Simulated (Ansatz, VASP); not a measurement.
**PtSeS3: VASP beside Ansatz**

```
Pt Se S
1.0
     4.45247    0.00000    0.00000
     0.00000    4.45247    0.00000
     0.00000    0.00000    5.62852
Pt Se S
1 1 3
Cartesian
  2.2262 2.2262 3.8680
  0.0000 0.0000 5.5379
  0.0000 2.2262 2.8181
  2.2262 2.2262 0.5636
  2.2262 0.0000 2.8181
```

Change from the starting cell: species swapped into the PrBPt3 type (P4mm, No. 99).

Alike in both runs: task relaxation of cell and atoms; functional PBE; k mesh 4 × 4 × 4; occupations gaussian, width 0.1 eV; no spin polarisation.

|  | VASP | Ansatz |
| --- | --- | --- |
| version | VASP 6.6.1 | Ansatz 0.2.0 |
| potentials or method | VASP PAW PBE potentials, release 64 (Pt, Se, S), cutoff 600 eV | scalar-relativistic, plane waves, PAW |
| valence electrons in the cell | 34 | 52 |

Ansatz gave:

* gap on the k mesh at the Fermi level, each at its own relaxed structure (eV): none
* relaxed volume (Å³/atom): 22.61
* relaxed cell length with the largest relative difference (Å): 7.458

What did VASP give for the same quantities?

gap on the k mesh at the Fermi level, each at its own relaxed structure (eV): none; relaxed volume (Å³/atom): 22.80; relaxed cell length with the largest relative difference (Å): 7.536.

A gap of «none» marks a metal or a gap that the smearing closes. VASP's potentials hold 34 valence electrons a cell and Ansatz's 52, so a difference there can come from the potentials and not from the codes.

Neither program's run includes spin-orbit coupling.
